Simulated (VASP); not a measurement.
Wanted: the native input for a VASP 6.6.1 run.

```yaml
Task: single point
Functional: PBEsol
Potentials_or_basis: VASP PAW PBE potentials, release 64 (Os)
Cutoff: 520 eV
k_mesh: 26 × 26 × 26
Occupations: gaussian, width 0.1 eV
Spin: no spin polarisation
Dipole_correction: no
Further_INCAR_settings: ALGO = Fast; EDIFF = 1e-06; NBANDS = 10
```

The structure of Os lies in POSCAR:

```
Os
1.0
   -1.5308618863      1.5308618863      1.5308618863
    1.5308618863     -1.5308618863      1.5308618863
    1.5308618863      1.5308618863     -1.5308618863
Os
1
Direct
    0.0000000000      0.0000000000      0.0000000000
```

These files were run (other wordings do the same):

INCAR

```
PREC = Accurate ; ENCUT = 520
EDIFF = 1E-6 ; ISMEAR = 0
SIGMA = 0.1 ; LREAL = False
LASPH = True ; NELM = 100
ALGO = Fast ; ISIF = 2
LWAVE = False ; LCHARG = True
GGA = PS ; LELF = True
LVHAR = True ; NBANDS = 10
```

KPOINTS

```
Automatic mesh
0
Gamma
  26 26 26
```

Potentials or basis: VASP PAW PBE potentials, release 64 (Os).

Launch:

```bash
$ cat potpaw_PBE.64/Os/POTCAR > POTCAR
$ mpirun -np 1 vasp_std > vasp.out
```

It gave:

- Pressure: 0.7 GPa
- Band gap on the k mesh: zero (band 4 reaches 11.67 eV, above the bottom of band 5 at 6.90 eV)

Caveat: the PAW data sets were made with another functional, which shifts forces and pressure a little; spin-orbit coupling is left out, which moves the levels of the heavy elements.

Wall time 26 s on 1 thread of Intel(R) Xeon(R) 6975P-C (Granite Rapids), with other jobs on the host, peak memory 0.19 GiB.
